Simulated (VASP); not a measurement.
Set up this calculation in VASP 6.6.1, as the native input.

```
Task                   : single point
Functional             : PBE
Potentials or basis    : VASP PAW PBE potentials, release 64 (Tl_d, Br)
Cutoff                 : 500 eV
k mesh                 : 6 × 6 × 6
Occupations            : gaussian, width 0.01 eV
Spin                   : non-collinear spin, zero start, spin-orbit coupling
Starting moments       : [[0.0, 0.0, 0.0], [0.0, 0.0, 0.0]] μB
Dipole correction      : no
Further INCAR settings : ALGO = Normal; EDIFF = 1e-06; NBANDS = 32
```

The structure of TlBr lies in POSCAR:

```
TlBr
1.0
    3.9461936984      0.0000000000      0.0000000000
    0.0000000000      3.9461936984      0.0000000000
    0.0000000000      0.0000000000      3.9461936984
Tl Br
1 1
Direct
    0.0000000000      0.0000000000      0.0000000000
    0.5000000000      0.5000000000      0.5000000000
```

The input as run:

INCAR

```
PREC = Accurate
ENCUT = 500
EDIFF = 1E-6
ISMEAR = 0
SIGMA = 0.01
LREAL = F
LASPH = T
NELM = 200
ALGO = Normal
ISIF = 2
LWAVE = F
LCHARG = F
LNONCOLLINEAR = T
MAGMOM = 0 0 0 0 0 0
LORBIT = 11
LSORBIT = T
GGA_COMPAT = F
LORBMOM = T
GGA = PE
NBANDS = 32
```

KPOINTS

```
Automatic mesh
0
Gamma
  6 6 6
```

Potentials or basis: VASP PAW PBE potentials, release 64 (Tl_d, Br).

Launch:

```bash
$ cat potpaw_PBE.64/Tl_d/POTCAR potpaw_PBE.64/Br/POTCAR > POTCAR
$ mpirun -np 1 vasp_ncl > vasp.out
```

It gave:

* Pressure: 1.8 GPa
* Net moment: 0.00 μB per cell
* Valence electrons inside the program's atomic spheres: Tl 11.12; Br 4.85

Wall time 32 s on 1 thread of Intel(R) Xeon(R) 6975P-C (Granite Rapids), on a shared host, peak memory 0.29 GiB.
